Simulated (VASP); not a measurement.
Wanted: the native input for a VASP 6.6.1 run.

```
Task                   : single point
Functional             : LDA
Potentials or basis    : VASP PAW LDA potentials, release 64 (Ga_d, P)
Cutoff                 : 520 eV
k mesh                 : 5 × 5 × 5
Occupations            : fermi-dirac, width 0.01 eV
Spin                   : no spin polarisation
Dipole correction      : no
Further INCAR settings : ALGO = Normal; EDIFF = 1e-07; NBANDS = 22
```

The structure of GaP3 lies in POSCAR:

```
GaP3
1.0
    0.0000000000      3.0840294176      3.0840294176
    3.0840294176      0.0000000000      3.0840294176
    3.0840294176      3.0840294176      0.0000000000
Ga P
1 3
Direct
    0.0000000000      0.0000000000      0.0000000000
    0.5000000000      0.5000000000      0.5000000000
    0.2500000000      0.2500000000      0.2500000000
    0.7500000000      0.7500000000      0.7500000000
```

These files were run (other wordings do the same):

INCAR

```
SYSTEM = GaP3
  PREC = Accurate
  ENCUT = 520
  EDIFF = 1E-7
  ISMEAR = -1
  SIGMA = 0.01
  LREAL = .False.
  LASPH = .True.
  NELM = 60
  ALGO = Normal
  ISIF = 2
  LWAVE = .False.
  LCHARG = .False.
  GGA = CA
  NBANDS = 22
```

KPOINTS

```
Automatic mesh
0
Gamma
  5 5 5
  0 0 0
```

Potentials or basis: VASP PAW LDA potentials, release 64 (Ga_d, P).

The run is started by

```bash
$ cat potpaw_LDA.64/Ga_d/POTCAR potpaw_LDA.64/P/POTCAR > POTCAR
$ mpirun -np 1 vasp_std > vasp.out
```

It gave:

```yaml
Pressure: 0.1 GPa
Band_gap_on_the_k_mesh: zero (bands 14 and 15 overlap by 2.09 eV)
```

It took 16 s on 1 thread of Intel Xeon 8259CL, with other jobs on the host, peak memory 0.16 GiB.
